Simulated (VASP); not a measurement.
Write the native input for VASP 6.6.1 that does the following.

```
Task                   : relaxation of cell and atoms
Functional             : PBE
Potentials or basis    : VASP PAW PBE potentials, release 64 (Zn, Se)
Cutoff                 : 600 eV
k mesh                 : 12 × 12 × 12
Occupations            : fermi-dirac, width 0.08 eV
Spin                   : no spin polarisation
Target pressure        : 0.043 GPa
Dipole correction      : no
Further INCAR settings : ALGO = Normal; EDIFF = 1e-07; IBRION = 2; EDIFFG = -0.005; NSW = 32; ISIF = 3
```

The structure of ZnSe (zincblende type) lies in POSCAR:

```
ZnSe
1.0
    0.0000000000      2.8656182259      2.8656182259
    2.8656182259      0.0000000000      2.8656182259
    2.8656182259      2.8656182259      0.0000000000
Zn Se
1 1
Direct
    0.0000000000      0.0000000000      0.0000000000
    0.2500000000      0.2500000000      0.2500000000
```

These files were run (other wordings do the same):

INCAR

```
PREC = Accurate ; ENCUT = 600
EDIFF = 1E-7 ; ISMEAR = -1
SIGMA = 0.08 ; LREAL = F
LASPH = T ; NELM = 80
ALGO = Normal ; ISIF = 3
LWAVE = F ; LCHARG = F
GGA = PE ; IBRION = 2
NSW = 32 ; EDIFFG = -0.005
PSTRESS = 0.42999999999999994
```

KPOINTS

```
Automatic mesh
0
Gamma
  12 12 12
```

Potentials or basis: VASP PAW PBE potentials, release 64 (Zn, Se).

Run with:

```bash
$ cat potpaw_PBE.64/Zn/POTCAR potpaw_PBE.64/Se/POTCAR > POTCAR
$ mpirun -np 1 vasp_std > vasp.out
```

Results of the run:

The relaxed volume is 23.61 Å³/atom, the relaxed cell is a = 4.057 Å, b = 4.057 Å, c = 4.057 Å, α = 60.00°, β = 60.00°, γ = 60.00° and the space group after relaxing (to 0.1 Å) is F-43m (No. 216). The energy change on relaxing (the run minimises the enthalpy) is -0.1 meV/atom, the ionic steps are 3 and the pressure after relaxing is 0.0 GPa. The band gap on the k mesh is 1.14 eV.

Caveat: the cell is relaxed towards a set pressure, so the run minimises the enthalpy, not the energy.

It took 72 s on 1 thread of AMD EPYC 7R43 64-Core Processor (Zen 3) (shared host), peak memory 0.19 GiB.
